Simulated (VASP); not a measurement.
# BeGa2C2 (Fd-3m) in VASP: density of states with PBE

Aim: the density of states of BeGa2C2 with PBE.

Everything below comes from runs of VASP 6.6.1. Logs are shortened: lines on timing, memory, paths and dates and some standing lists are left out, and cuts for length are marked.

**1. The cell of the first run**

The structure is cubic, space group Fd-3m (No. 227). Conventional cell: a = 9.170 Å, b = 9.170 Å, c = 9.170 Å, α = 90.00°, β = 90.00°, γ = 90.00°. Be (site symmetry -43m) has 4 Ga at 1.99 Å within 2.6 Å. Ga (site symmetry -3m) has 2 Be at 1.99 Å within 2.6 Å. Within 4.3 Å of C (site symmetry -3m) lie 6 C at 3.24 Å and 6 Ga at 3.24 Å and 6 Be at 3.80 Å.

**2. Density of states, PBE**

Contents of POSCAR:

```
BeGa2C2
1.0
    0.0000000000      4.5848010544      4.5848010544
    4.5848010544      0.0000000000      4.5848010544
    4.5848010544      4.5848010544      0.0000000000
Be Ga C
2 4 4
Direct
    0.2500000000      0.2500000000      0.2500000000
    0.0000000000      0.0000000000      0.0000000000
    0.1250000000      0.1250000000      0.1250000000
    0.1250000000      0.1250000000      0.6250000000
    0.1250000000      0.6250000000      0.1250000000
    0.6250000000      0.1250000000      0.1250000000
    0.6250000000      0.6250000000      0.6250000000
    0.6250000000      0.6250000000      0.1250000000
    0.6250000000      0.1250000000      0.6250000000
    0.1250000000      0.6250000000      0.6250000000
```

Contents of INCAR.step1:

```
ALGO = Normal ; EDIFF = 1E-6
ENCUT = 520 ; GGA = PE
ISIF = 2 ; ISMEAR = 0
LASPH = True ; LCHARG = True
LREAL = False ; LWAVE = False
NBANDS = 47 ; NELM = 100
PREC = Accurate ; SIGMA = 0.1
```

Contents of KPOINTS.step1:

```
k-points
0
Gamma
  8 8 8
```

Contents of INCAR.step2:

```
ALGO = Normal ; EDIFF = 1E-6
ENCUT = 520 ; GGA = PE
ICHARG = 11 ; ISIF = 2
ISMEAR = -5 ; LASPH = True
LCHARG = False ; LORBIT = 11
LREAL = False ; LWAVE = False
NBANDS = 47 ; NEDOS = 2001
NELM = 100 ; PREC = Accurate
SIGMA = 0.1
```

Contents of KPOINTS.step2:

```
k-points
0
Gamma
  12 12 12
```

Potentials or basis: VASP PAW PBE potentials, release 64 (Be, Ga_d, C).

The run is started by

```
cat potpaw_PBE.64/Be/POTCAR potpaw_PBE.64/Ga_d/POTCAR potpaw_PBE.64/C/POTCAR > POTCAR
cp INCAR.step1 INCAR
cp KPOINTS.step1 KPOINTS
mpirun -np 1 vasp_std > vasp.out
cp INCAR.step2 INCAR
cp KPOINTS.step2 KPOINTS
mpirun -np 1 vasp_std > vasp.out
```

OUTCAR:

```text
EDIFF = 1E-6
   ENCUT = 520
   GGA = PE
   ICHARG = 11
   ISIF = 2
   ISMEAR = -5
   LASPH = True
   LORBIT = 11
   LREAL = False
   NELM = 100
   PREC = Accurate

 ion  position               nearest neighbor table
   1  0.250  0.250  0.250-   3 1.99   4 1.99   5 1.99   6 1.99
   2  0.000  0.000  0.000-   3 1.99   4 1.99   5 1.99   6 1.99
   3  0.125  0.125  0.125-   1 1.99   2 1.99
   4  0.125  0.125  0.625-   1 1.99   2 1.99
   5  0.125  0.625  0.125-   1 1.99   2 1.99
   6  0.625  0.125  0.125-   1 1.99   2 1.99
   7  0.625  0.625  0.625-
   8  0.625  0.625  0.125-
   9  0.625  0.125  0.625-
  10  0.125  0.625  0.625-

  LATTYP: Found a face centered cubic cell.
 ALAT       =     9.1696021088

  Lattice vectors:

 A1 = (   0.0000000000,   4.5848010544,   4.5848010544)
 A2 = (   4.5848010544,   0.0000000000,   4.5848010544)
 A3 = (   4.5848010544,   4.5848010544,   0.0000000000)

Analysis of symmetry for initial positions (statically):
=====================================================================
 Subroutine PRICEL returns:
 Original cell was already a primitive cell.

 Routine SETGRP: Setting up the symmetry group for a
 face centered cubic supercell.

 Subroutine GETGRP returns: Found 48 space group operations
 (whereof 24 operations were pure point group operations)
 out of a pool of 48 trial point group operations.

The static configuration has the point symmetry T_d .
 The point group associated with its full space group is O_h .

Analysis of symmetry for dynamics (positions and initial velocities):
=====================================================================
 Subroutine PRICEL returns:
 Original cell was already a primitive cell.

 Routine SETGRP: Setting up the symmetry group for a
 face centered cubic supercell.

 Subroutine GETGRP returns: Found 48 space group operations
 (whereof 24 operations were pure point group operations)
 out of a pool of 48 trial point group operations.

The dynamic configuration has the point symmetry T_d .
 The point group associated with its full space group is O_h .

 Subroutine INISYM returns: Found 48 space group operations
 (whereof 24 operations are pure point group operations),
 and found     1 'primitive' translations

----------------------------------------------------------------------------------------

                                     Primitive cell

  volume of cell :     192.7487

  direct lattice vectors                    reciprocal lattice vectors
     0.000000000  4.584801054  4.584801054    -0.109055986  0.109055986  0.109055986
     4.584801054  0.000000000  4.584801054     0.109055986 -0.109055986  0.109055986
     4.584801054  4.584801054  0.000000000     0.109055986  0.109055986 -0.109055986

  length of vectors
     6.483887832  6.483887832  6.483887832     0.188890509  0.188890509  0.188890509

  position of ions in fractional coordinates (direct lattice)
     0.250000000  0.250000000  0.250000000
     0.000000000  0.000000000  0.000000000
     0.125000000  0.125000000  0.125000000
     0.125000000  0.125000000  0.625000000
     0.125000000  0.625000000  0.125000000
     0.625000000  0.125000000  0.125000000
     0.625000000  0.625000000  0.625000000
     0.625000000  0.625000000  0.125000000
     0.625000000  0.125000000  0.625000000
     0.125000000  0.625000000  0.625000000

  ion indices of the primitive-cell ions
   primitive index   ion index
                 1           1
                 2           2
                 3           3
                 4           4
                 5           5
                 6           6
                 7           7
                 8           8
                 9           9
                10          10

----------------------------------------------------------------------------------------

 KPOINTS: k-points

Automatic generation of k-mesh.
 Grid dimensions read from file:
 generate k-points for:   12   12   12

 Generating k-lattice:

  Cartesian coordinates                     Fractional coordinates (reciprocal lattice)
    -0.009087999  0.009087999  0.009087999     0.083333333  0.000000000  0.000000000
     0.009087999 -0.009087999  0.009087999     0.000000000  0.083333333  0.000000000
     0.009087999  0.009087999 -0.009087999     0.000000000  0.000000000  0.083333333

  Length of vectors
     0.015740876  0.015740876  0.015740876

  Shift w.r.t. Gamma in fractional coordinates (k-lattice)
     0.000000000  0.000000000  0.000000000

 TETIRR: Found    247 inequivalent tetrahedra from    10368

 Subroutine IBZKPT returns following result:
 ===========================================

 Found     72 irreducible k-points:

 Following reciprocal coordinates:
            Coordinates               Weight
  0.000000  0.000000  0.000000      1.000000
  0.083333  0.000000  0.000000      8.000000
  0.166667  0.000000  0.000000      8.000000
  0.250000  0.000000  0.000000      8.000000
  0.333333  0.000000  0.000000      8.000000
  0.416667  0.000000  0.000000      8.000000
[... 16 lines left out ...]
  0.500000  0.166667  0.000000     24.000000
 -0.416667  0.166667  0.000000     24.000000
 [... further k-points ...]
   k-points           NKPTS =     72   k-points in BZ     NKDIM =     72   number of bands    NBANDS=     47
   number of dos      NEDOS =   2001   number of ions     NIONS =     10
   total plane-waves  NPLWV = 110592
   dimension x,y,z NGX =    48 NGY =   48 NGZ =   48
   dimension x,y,z NGXF=    96 NGYF=   96 NGZF=   96
   ions per type =               2   4   4
   NGX,Y,Z   is equivalent  to a cutoff of  12.31, 12.31, 12.31 a.u.
   NGXF,Y,Z  is equivalent  to a cutoff of  24.61, 24.61, 24.61 a.u.
 SYSTEM =  unknown system
   PREC   = accura    normal or accurate (medium, high low for compatibility)
   ISTART =      0    job   : 0-new  1-cont  2-samecut
   ICHARG =     11    charge: 1-file 2-atom 10-const
   ISPIN  =      1    spin polarized calculation?
   LNONCOLLINEAR =      F non collinear calculations
   LSORBIT =      F    spin-orbit coupling
   LASPH  =      T    aspherical Exc in radial PAW
   ENCUT  =  520.0 eV  38.22 Ry    6.18 a.u.  12.06 12.06 12.06*2*pi/ulx,y,z
   NELM   =    100;   NELMIN=  2; NELMDL=  0     # of ELM steps
   EDIFF  = 0.1E-05   stopping-criterion for ELM
   LREAL  =      F    real-space projection
   EDIFFG = 0.1E-04   stopping-criterion for IOM
   NSW    =      0    number of steps for IOM
   IBRION =     -1    ionic relax: 0-MD 1-quasi-New 2-CG
   NFREE  =      0    steps in history (QN), initial steepest desc. (CG)
   ISIF   =      2    stress and relaxation
   ISYM   =      2    0-nonsym 1-usesym 2-fastsym
   POTIM  = 0.5000    time-step for ionic-motion
   TEBEG  =    0.0;   TEEND  =   0.0 temperature during run
   PSTRESS=    0.0 pullay stress
   NELECT =      72.0000    total number of electrons
   NUPDOWN=      -1.0000    fix difference up-down
   EMIN   =  10.00;   EMAX   =-10.00  energy-range for DOS
   EFERMI =   0.00;   METHOD = LEGACY
   ISMEAR =    -5;   SIGMA  =   0.10  broadening in eV -4-tet -1-fermi 0-gaus
   EFERMI_NEDOS =   21; number of points for ismear=-14 and -15
   IALGO  =     38    algorithm
   IMIX   =      4    mixing-type and parameters
     AMIX     =   0.40;   BMIX     =  1.00
     AMIX_MAG =   1.60;   BMIX_MAG =  1.00
  volume/ion in A,a.u.               =      19.27       130.07
  Fermi-wavevector in a.u.,A,eV,Ry     =   1.179022  2.228028 18.913355  1.390092
  Thomas-Fermi vector in A             =   2.315340
   LORBIT       =     11    0 simple, 1 ext, 2 COOP (PROOUT), +10 PAW based schemes
   GGA     = PE    functional components
   LHFCALC =     F    Hartree Fock is set to
   AEXX    =    0.0000 exact exchange contribution
   IVDW    =     0    specifies the selected vdW correction
   LEPSILON=     F    determine dielectric tensor
   LRPA    =     F    only Hartree local field effects (RPA)
 non-spin polarized calculation
 Fermi weights with tetrahedron method with Bloechl corrections
  energy-cutoff  :      520.00
  volume of cell :      192.75
 maximum number of plane-waves:      5218

 number of electron      71.9999944 magnetization

 Free energy of the ion-electron system (eV)
  ---------------------------------------------------
  ext. energy  EPLUGINS =         0.00000000
  ---------------------------------------------------
  free energy    TOTEN  =       -24.82063776 eV

  energy without entropy =      -24.82063776  energy(sigma->0) =      -24.82063776

 E-fermi :   1.4438     XC(G=0):  -9.0900

 val. band max:        1.4984827262   @ k =   0.3333   0.3333   0.0000
 cond. band min:       1.3916397750   @ k =  -0.4167   0.5000   0.0833
 fundamental gap:     -0.1068429512
 Fermi energy:         1.4438479747

 k-point     1 :       0.0000    0.0000    0.0000
  band No.  band energies     occupation
      1     -13.3587      2.00000
      2     -13.2530      2.00000
      3     -13.2530      2.00000
      4     -13.2530      2.00000
      5     -13.1342      2.00000
      6     -13.1342      2.00000
[... 39 lines left out ...]
     46       5.5818      0.00000
     47       7.7448      0.00000

 k-point     2 :       0.0833    0.0000    0.0000
  band No.  band energies     occupation
      1     -13.3566      2.00000
      2     -13.2524      2.00000
      3     -13.2515      2.00000
      4     -13.2515      2.00000
      5     -13.1332      2.00000
      6     -13.1332      2.00000
[... 1092 lines left out ...]
 k-point    24 :      -0.4167    0.1667    0.0000
  band No.  band energies     occupation
      1     -13.3185      2.00000
      2     -13.2505      2.00000
      3     -13.2251      2.00000
      4     -13.2190      2.00000
      5     -13.1341      2.00000
      6     -13.1135      2.00000
[... 39 lines left out ...]
     46       4.7565      0.00000
     47       4.8320      0.00000

 [... further k-points ...]
[... 5 lines left out ...]
  --------------------------------------------------------------------------------------
  -------------------------------------------------------------------------------------
  Total        0.0026546      0.0026546      0.0026546     -0.0000000     -0.0000000     -0.0000000
  in kB        0.0220661      0.0220661      0.0220661     -0.0000000     -0.0000000     -0.0000000
  external PRESSURE =       0.0220661 kB  Pullay stress =       0.0000000 kB

 VOLUME and BASIS-vectors are now :
 -----------------------------------------------------------------------------
  energy-cutoff  :      520.00
  volume of cell :      192.75
      direct lattice vectors                 reciprocal lattice vectors
     0.000000000  4.584801054  4.584801054    -0.109055986  0.109055986  0.109055986
     4.584801054  0.000000000  4.584801054     0.109055986 -0.109055986  0.109055986
     4.584801054  4.584801054  0.000000000     0.109055986  0.109055986 -0.109055986

 POSITION                                       TOTAL-FORCE (eV/Angst)
 -----------------------------------------------------------------------------------
      2.29240      2.29240      2.29240         0.000000      0.000000      0.000000
      0.00000      0.00000      0.00000        -0.000000     -0.000000     -0.000000
      1.14620      1.14620      1.14620        -0.000000     -0.000000     -0.000000
      3.43860      3.43860      1.14620        -0.000000     -0.000000     -0.000000
      3.43860      1.14620      3.43860        -0.000000     -0.000000     -0.000000
      1.14620      3.43860      3.43860        -0.000000     -0.000000     -0.000000
      5.73100      5.73100      5.73100        -0.000000     -0.000000     -0.000000
      3.43860      3.43860      5.73100        -0.000000     -0.000000     -0.000000
      3.43860      5.73100      3.43860        -0.000000     -0.000000     -0.000000
      5.73100      3.43860      3.43860        -0.000000     -0.000000     -0.000000
 -----------------------------------------------------------------------------------
    total drift:                                0.000000      0.000000      0.000000

  FREE ENERGIE OF THE ION-ELECTRON SYSTEM (eV)
  ---------------------------------------------------
  free  energy   TOTEN  =       -24.8206377556 eV

  energy  without entropy=      -24.8206377556  energy(sigma->0) =      -24.82063776

 total charge

# of ion       s       p       d       tot
------------------------------------------
    1        0.580   0.908   0.000   1.489
    2        0.580   0.908   0.000   1.489
    3        1.085   0.614   9.951  11.650
    4        1.085   0.614   9.951  11.650
    5        1.085   0.614   9.951  11.650
    6        1.085   0.614   9.951  11.650
    7        1.056   0.896   0.000   1.953
    8        1.056   0.896   0.000   1.953
    9        1.056   0.896   0.000   1.953
   10        1.056   0.896   0.000   1.953
--------------------------------------------------
tot          9.724   7.859  39.803  57.386
```

Wall time 6 min (1 thread of Intel Xeon 6975P-C (Granite Rapids), shared host); peak memory 0.65 GiB.

Results:

```yaml
Valence_electrons_inside_the_program's_atomic_spheres: Be 1.49; Ga 11.65; C 1.95
```

Levels at points of the mesh, in eV from the Fermi level:
| k point | band 34 | band 35 | band 36 | band 37 | band 38 | band 39 |
| --- | --- | --- | --- | --- | --- | --- |
| (0.00, 0.00, 0.00) | -1.65 | -1.65 | 0.51 | 0.51 | 0.51 | 0.88 |
| (0.50, 0.00, 0.00) | -0.96 | -0.29 | 0.11 | 0.26 | 0.29 | 0.29 |
| (0.50, 0.50, 0.00) | -0.46 | -0.21 | -0.21 | -0.15 | -0.15 | 0.10 |

Caveat: tetrahedron occupations give inexact forces and stress in metals.
